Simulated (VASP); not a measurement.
The system is LiPd2N3.

```xyz
6
Lattice="4.0161 0.0000 0.0000 0.0000 4.0161 0.0000 0.0000 0.0000 4.3190" Properties=species:S:1:pos:R:3 pbc="T T T"
Li    2.0081    2.0081    2.1595
Pd    0.0000    0.0000    1.0659
Pd    0.0000    0.0000    3.2531
N     0.0000    2.0081    0.0000
N     2.0081    0.0000    0.0000
N     2.0081    2.0081    0.0000
```

The cell was generated, and may not be a known phase.

* Program: VASP 6.6.1
* Task: relaxation of cell and atoms
* Functional: PBE
* Potentials or basis: VASP PAW PBE potentials, release 64 (Li_sv, Pd, N)
* Cutoff: 600 eV
* k mesh: 4 × 4 × 4
* Occupations: gaussian, width 0.1 eV
* Spin: no spin polarisation

At the start: pressure 16.1 GPa; volume 11.61 Å³/atom.

Task: How do energy, volume and symmetry change on relaxing?

Result: Over 10 steps the energy falls by 436.1 meV/atom and the volume is 11.48 Å³/atom (-1.1 %); space group P4/mmm (No. 123, to 0.1 Å) before and after.

The path:
```csv
step,energy change (eV),largest force (eV/Å),pressure (GPa),volume (Å³)
1,0.0000,2.3828,16.08,69.66
2,-1.5458,3.0878,-14.86,80.55
3,-1.7881,3.1430,-8.87,76.54
4,-2.5458,0.8053,-2.99,71.79
5,-2.5472,0.6435,-3.82,72.10
6,-2.6055,0.4706,0.35,69.19
7,-2.6062,0.4518,0.89,68.86
8,-2.6152,0.1129,-0.49,69.08
9,-2.6156,0.0128,-0.26,69.04
10,-2.6168,0.0172,0.03,68.89
```

Final structure:
```xyz
6
Lattice="3.6527 0.0000 0.0000 0.0000 3.6527 0.0000 0.0000 0.0000 5.1632" Properties=species:S:1:pos:R:3 pbc="T T T"
Li    1.8264    1.8264    2.5816
Pd    3.6527    0.0000    1.2991
Pd    0.0000    0.0000    3.8640
N     0.0000    1.8264    0.0000
N     1.8264    0.0000    0.0000
N     1.8264    1.8264    0.0000
```

Caveat: the k points lie up to 0.43 Å⁻¹ apart in the final cell, too coarse for converged energies and pressures of a metal; the cutoff is under 1.25 times the usual one of these potentials, so pressure, stress and relaxed cells hold a basis-set (Pulay) error; a cell axis changed by over 15 % at a fixed basis, so the end point is rough.
